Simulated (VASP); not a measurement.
The system is BaTiO3.

```xyz
5
Lattice="3.9941 0.0000 0.0000 0.0000 3.9941 0.0000 0.0000 0.0000 3.9941" Properties=species:S:1:pos:R:3 pbc="T T T"
Ba    1.9970    1.9970    1.9970
Ti    0.0000    0.0000    0.0000
O     1.9970    0.0000    0.0000
O     0.0000    1.9970    0.0000
O     0.0000    0.0000    1.9970
```

Base run:

```yaml
Program: VASP 6.6.1
Functional: PBE
Potentials_or_basis: VASP PAW PBE potentials, release 64 (Ba_sv, Ti_sv, O)
Cutoff: 520 eV
k_mesh: 6 × 6 × 6
Occupations: gaussian, width 0.01 eV
Spin: no spin polarisation
```

Its results: band gap on the k mesh 1.76 eV, indirect (least direct gap 1.90 eV); pressure 5.0 GPa.

Task: The run is repeated on the same cell with these changes: functional from PBE to r2SCAN. What comes out?

Result: Band gap on the k mesh 2.15 eV, indirect (least direct gap 2.30 eV); pressure 2.0 GPa.

r2SCAN gives the wider gap, since meta-GGAs in the generalised Kohn-Sham scheme recover part of the derivative discontinuity.

Caveats: spin-orbit coupling is left out, which moves the levels of the heavy elements; the PAW data sets were made with another functional, which shifts forces and pressure a little (some runs).

A k mesh can miss the band edges.
